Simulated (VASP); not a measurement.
Write the native input for VASP 6.6.1 that does the following.

* Task: single point
* Functional: r2SCAN
* Potentials or basis: VASP PAW PBE potentials, release 64 (S, Ba_sv, Te)
* Cutoff: 520 eV
* k mesh: 4 × 4 × 4
* Occupations: gaussian, width 0.01 eV
* Spin: no spin polarisation
* Dipole correction: no
* Further INCAR settings: ALGO = Normal; EDIFF = 1e-07; NBANDS = 24

The system is Ba2TeS.

```
CELL_PARAMETERS angstrom
4.79268 0.00000 0.00000
0.00000 4.79268 0.00000
0.00000 0.00000 6.78397
ATOMIC_POSITIONS crystal
S 0.00000 0.00000 0.00000
Ba 0.00000 0.00000 0.50000
Ba 0.50000 0.50000 0.00000
Te 0.50000 0.50000 0.50000
```

These files were run (other wordings do the same):

POSCAR

```
Ba2TeS
1.0
    4.7926763298      0.0000000000      0.0000000000
    0.0000000000      4.7926763298      0.0000000000
    0.0000000000      0.0000000000      6.7839702371
S Ba Te
1 2 1
Direct
    0.0000000000      0.0000000000      0.0000000000
    0.0000000000      0.0000000000      0.5000000000
    0.5000000000      0.5000000000      0.0000000000
    0.5000000000      0.5000000000      0.5000000000
```

INCAR.step1

```
PREC     = Accurate       # precision mode
ENCUT    = 520            # plane-wave cutoff, eV
ISMEAR   = 0              # smearing method
SIGMA    = 0.01           # smearing width, eV
LREAL    = F              # projectors in reciprocal space
LASPH    = T              # aspherical terms in the spheres
NELM     = 60             # most SCF steps
NBANDS   = 24             # bands
GGA      = PE             # functional
ALGO     = Normal         # electronic algorithm
EDIFF    = 1E-4           # SCF threshold, eV
LWAVE    = T              # write WAVECAR
LCHARG   = F              # write CHGCAR
```

INCAR.step2

```
PREC     = Accurate       # precision mode
ENCUT    = 520            # plane-wave cutoff, eV
EDIFF    = 1E-7           # SCF threshold, eV
ISMEAR   = 0              # smearing method
SIGMA    = 0.01           # smearing width, eV
LREAL    = F              # projectors in reciprocal space
LASPH    = T              # aspherical terms in the spheres
NELM     = 60             # most SCF steps
ALGO     = Normal         # electronic algorithm
ISIF     = 2              # what is computed and relaxed
LWAVE    = F              # write WAVECAR
LCHARG   = F              # write CHGCAR
METAGGA  = R2SCAN         # meta-GGA
LMIXTAU  = T            
NBANDS   = 24             # bands
ISTART   = 1
```

KPOINTS

```
regular mesh
0
Gamma
  4 4 4
```

Potentials or basis: VASP PAW PBE potentials, release 64 (S, Ba_sv, Te).

Command:

```console
$ cat potpaw_PBE.64/S/POTCAR potpaw_PBE.64/Ba_sv/POTCAR potpaw_PBE.64/Te/POTCAR > POTCAR
$ cp INCAR.step1 INCAR
$ mpirun -np 1 vasp_std > vasp.out
$ cp INCAR.step2 INCAR
$ mpirun -np 1 vasp_std > vasp.out
```

Results of the run:

```
Pressure               : 0.4 GPa
Band gap on the k mesh : 2.06 eV, direct
```

Caveat: the PAW data sets were made with another functional, which shifts forces and pressure a little; spin-orbit coupling is left out, which moves the levels of the heavy elements.

Run time: 110 s on 1 thread of Intel(R) Xeon(R) 6975P-C (Granite Rapids) (shared host), peak memory 0.29 GiB.
